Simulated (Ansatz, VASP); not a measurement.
## Two plane-wave programs on CaB6

Contents of INCAR:

```
SYSTEM = CaB6
PREC = Accurate
ENCUT = 600
EDIFF = 1E-7
ISMEAR = 0
SIGMA = 0.01
LREAL = .False.
LASPH = .True.
NELM = 80
ALGO = Normal
ISIF = 3
LWAVE = .False.
LCHARG = .False.
GGA = PS
IBRION = 2
NSW = 70
EDIFFG = -0.005
```

Contents of KPOINTS:

```
Automatic mesh
0
Gamma
  8 8 8
  0 0 0
```

The input POSCAR:

```
CaB6
1.0
    4.1477324288      0.0000000000      0.0000000000
    0.0000000000      4.1477324288      0.0000000000
    0.0000000000      0.0000000000      4.1477324288
Ca B
1 6
Direct
    0.5000000000      0.5000000000      0.5000000000
    0.0000000000      0.0000000000      0.2982058713
    0.0000000000      0.0000000000      0.7017941287
    0.2982058713      0.0000000000      0.0000000000
    0.7017941287      0.0000000000      0.0000000000
    0.0000000000      0.2982058713      0.0000000000
    0.0000000000      0.7017941287      0.0000000000
```

Input for Ansatz:

```yaml
crystal:
  lattice:
    - [4.1477324288, 0.0, 0.0]
    - [0.0, 4.1477324288, 0.0]
    - [0.0, 0.0, 4.1477324288]
  atoms:
    - { symbol: Ca, position: [0.5, 0.5, 0.5] }
    - { symbol: B, position: [0.0, 0.0, 0.2982058713] }
    - { symbol: B, position: [0.0, 0.0, 0.7017941287] }
    - { symbol: B, position: [0.2982058713, 0.0, 0.0] }
    - { symbol: B, position: [0.7017941287, 0.0, 0.0] }
    - { symbol: B, position: [0.0, 0.2982058713, 0.0] }
    - { symbol: B, position: [0.0, 0.7017941287, 0.0] }
basis:
  ecutwfc: 420
kpoints:
  mp_grid: { grid: [8, 8, 8] }
hamiltonian:
  xc: pbesol
scf:
  occupations: { method: gaussian, width: 0.01 }
output:
  forces: true
  stress: true
  eigenvalues: true
relax:
  adjacent_minimum: "off"
  f_tol: 0.005
  max_steps: 50
  cell: { stress_tol: 0.05 }
```

Alike in both runs: task relaxation of cell and atoms; functional PBEsol; k mesh 8 × 8 × 8; occupations gaussian, width 0.01 eV; no spin polarisation.

|  | VASP | Ansatz |
| --- | --- | --- |
| version | VASP 6.6.1 | Ansatz 0.2.0 |
| potentials or method | VASP PAW PBE potentials, release 64 (Ca_sv, B), cutoff 600 eV | scalar-relativistic, plane waves, PAW |
| valence electrons in the cell | 28 | 28 |

```csv
,VASP,Ansatz,Ansatz less VASP
"gap on the k mesh at the Fermi level, each at its own relaxed structure (eV)",0.07,0.07,-0.001
relaxed volume (Å³/atom),10.06,10.05,-0.016
relaxed cell length with the largest relative difference (Å),4.130,4.128,-0.0022
```

VASP's potentials were made for PBE, not for PBEsol.
